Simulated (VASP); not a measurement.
Here is a VASP 6.6.1 calculation.

The input INCAR:

```
PREC     = Accurate       # precision mode
ENCUT    = 520            # plane-wave cutoff, eV
EDIFF    = 1E-6           # SCF threshold, eV
ISMEAR   = 0              # smearing method
SIGMA    = 0.1            # smearing width, eV
LREAL    = False          # projectors in reciprocal space
LASPH    = True           # aspherical terms in the spheres
NELM     = 100            # most SCF steps
ALGO     = Normal         # electronic algorithm
ISIF     = 2              # what is computed and relaxed
LWAVE    = False          # write WAVECAR
LCHARG   = True           # write CHGCAR
GGA      = PE             # functional
LELF     = True           # ELF
LVHAR    = True         
NBANDS   = 46             # bands
```

Contents of KPOINTS:

```
Automatic mesh
0
Gamma
  4 4 4
```

The input POSCAR:

```
Mg2Cd3Te5
1.0
    0.0000000000     -4.6554800000      0.0000000000
    4.6554800000      0.0000000000      0.0000000000
   -2.3277400000      2.3277400000     16.3882923000
Mg Cd Te
2 3 5
Direct
    0.5995950000      0.5995950000      0.1991900000
    0.4004050000      0.4004050000      0.8008100000
    0.1992310000      0.1992310000      0.3984620000
    0.8007690000      0.8007690000      0.6015380000
    0.0000000000      0.0000000000      0.0000000000
    0.2500000000      0.7500000000      0.5000000000
    0.8517760000      0.3517760000      0.7035520000
    0.4490090000      0.9490090000      0.8980180000
    0.0509910000      0.5509910000      0.1019820000
    0.6482240000      0.1482240000      0.2964480000
```

Potentials or basis: VASP PAW PBE potentials, release 64 (Mg, Cd, Te).

Run with:

```sh
$ cat potpaw_PBE.64/Mg/POTCAR potpaw_PBE.64/Cd/POTCAR potpaw_PBE.64/Te/POTCAR > POTCAR
$ mpirun -np 1 vasp_std > vasp.out
```

**Question.** Predict the largest force.

**Answer.** 0.029 eV/Å.

**Question.** Predict the pressure.

**Answer.** 0.1 GPa.

**Question.** What does it give for the band gap on the k mesh?

**Answer.** 1.19 eV.

Stress tensor (GPa, compression positive):
```
 0.16  0.00  0.00
 0.00  0.16  0.00
 0.00  0.00 -0.01
```

Caveat: spin-orbit coupling is left out, which moves the levels of the heavy elements. A k mesh can miss the band edges.
